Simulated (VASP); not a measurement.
Here is a VASP 6.6.1 calculation.

The input INCAR:

```
PREC = Accurate ; ENCUT = 520
EDIFF = 1E-7 ; ISMEAR = 0
SIGMA = 0.05 ; LREAL = F
LASPH = T ; NELM = 60
ALGO = Normal ; ISIF = 2
LWAVE = F ; LCHARG = F
GGA = PS ; NBANDS = 16
```

The input KPOINTS:

```
regular mesh
0
Gamma
  12 12 4
```

Contents of POSCAR:

```
BN
1.0
    2.3233681096      0.0000000000      0.0000000000
   -1.1616840548      2.0120958052      0.0000000000
    0.0000000000      0.0000000000      7.1882685942
B N
2 2
Direct
    0.3333333333      0.6666666667      0.2500000000
    0.6666666667      0.3333333333      0.7500000000
    0.3333333333      0.6666666667      0.7500000000
    0.6666666667      0.3333333333      0.2500000000
```

Potentials or basis: VASP PAW PBE potentials, release 64 (B, N).

Launch:

```console
$ cat potpaw_PBE.64/B/POTCAR potpaw_PBE.64/N/POTCAR > POTCAR
$ mpirun -np 1 vasp_std > vasp.out
```

(1) Estimate the band gap on the k mesh.

(2) Estimate the pressure.

Results:

(1) 4.40 eV, indirect (least direct gap 5.15 eV).

(2) 69.3 GPa.

Caveat: the PAW data sets were made with another functional, which shifts forces and pressure a little; this functional lacks dispersion, which binds the layers, so the pressure and a relaxed spacing across them are unreliable.
